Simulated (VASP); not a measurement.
Wanted: the native input for a VASP 6.6.1 run.

| Property | Result |
| --- | --- |
| Task | single point |
| Functional | PBE |
| Potentials or basis | VASP PAW PBE potentials, release 64 (V_sv, Si) |
| Cutoff | 520 eV |
| k mesh | 2 × 2 × 2, shifted |
| Occupations | gaussian, width 0.02 eV |
| Spin | collinear spin, ferromagnetic start |
| Dipole correction | no |
| Further INCAR settings | LREAL = Auto; ALGO = Normal; EDIFF = 1e-06; NBANDS = 94 |

The structure of VSi31 (a cell with a defect) lies in POSCAR:

```
VSi31
1.0
    5.4700936576     -5.4700936576      5.4700936576
   -5.4700936576      5.4700936576      5.4700936576
   -5.4700936576     -5.4700936576     -5.4700936576
V Si
1 31
Direct
    0.2500000000      0.0000000000      0.5000000000
    0.5007612691      0.0000000000      0.2482805306
    0.7500000000      0.0000000000      0.0000000000
   -0.0017194694      0.2507612691      0.5000000000
    0.2500000000      0.2507612691      0.2482805306
   -0.0017194694      0.0000000000      0.7507612691
    0.7500000000      0.5000000000      0.5000000000
    0.5017194694      0.2517194694      0.0024807384
    0.7524807384      0.2517194694      0.7517194694
   -0.0007612691      0.4975192616      0.2492387309
    0.5007612691      0.7482805306      0.5000000000
    0.2500000000      0.5000000000      0.0000000000
    0.7475192616      0.7492387309      0.2492387309
    0.5017194694      0.5024807384      0.7517194694
   -0.0007612691      0.7492387309     -0.0024807384
    0.2500000000      0.7482805306      0.7507612691
    0.2500000000      0.7493162271      0.0005031684
    0.5006837729      0.7511869413      0.7506837729
    0.7505031684      0.7493162271      0.5000000000
   -0.0006837729      0.0000000000      1.0005031684
    0.2500000000      0.0000000000      0.7567844898
   -0.0067844898      0.7432155102      0.2432155102
    0.7494968316      0.2488130587     -0.0005031684
    0.5067844898      0.0000000000      0.5000000000
    0.7505031684      0.0000000000      0.2493162271
    0.0011869413      0.2506837729      0.7506837729
    0.4988130587      0.4994968316     -0.0005031684
    0.2500000000      0.2567844898      0.5000000000
    0.7494968316      0.4994968316      0.7488130587
    0.5006837729      0.2506837729      0.2511869413
   -0.0006837729      0.5005031684      0.5000000000
    0.2500000000      0.5005031684      0.2493162271
```

These files were run (other wordings do the same):

INCAR

```
PREC = Accurate
ENCUT = 520
EDIFF = 1E-6
ISMEAR = 0
SIGMA = 0.02
LREAL = Auto
LASPH = T
NELM = 150
ALGO = Normal
ISIF = 2
LWAVE = F
LCHARG = T
ISPIN = 2
MAGMOM = 2 0 0 0 0 0 0 0 0 0 0 0 0 0 0 0 0 0 0 0 0 0 0 0 0 0 0 0 0 0 0 0
LORBIT = 11
LMAXMIX = 4
GGA = PE
LVHAR = T
NBANDS = 94
KPAR = 2
```

KPOINTS

```
Automatic mesh
0
Gamma
  2 2 2
  0.5 0.5 0.5
```

Potentials or basis: VASP PAW PBE potentials, release 64 (V_sv, Si).

Launch:

```bash
$ cat potpaw_PBE.64/V_sv/POTCAR potpaw_PBE.64/Si/POTCAR > POTCAR
$ mpirun -np 4 vasp_std > vasp.out
```

Results of the run:

```json
{
  "Pressure": "0.6 GPa",
  "Largest force": "0.024 eV/Å",
  "Band gap on the k mesh": "zero (filled and empty bands overlap)",
  "Net moment": "1.00 μB per cell",
  "Site moments": "V +1.03; Si +0.00, -0.00, -0.03 (each value once) μB",
  "Valence electrons inside the program's atomic spheres": "V 11.51; Si 1.68, 1.69, 1.71 (each value once)"
}
```

Caveat: the k points lie up to 0.41 Å⁻¹ apart.

Run time: 5 min on 4 MPI ranks on AMD EPYC 7R13 Processor (Zen 3), with other jobs on the host, peak memory 0.6 GiB a rank.
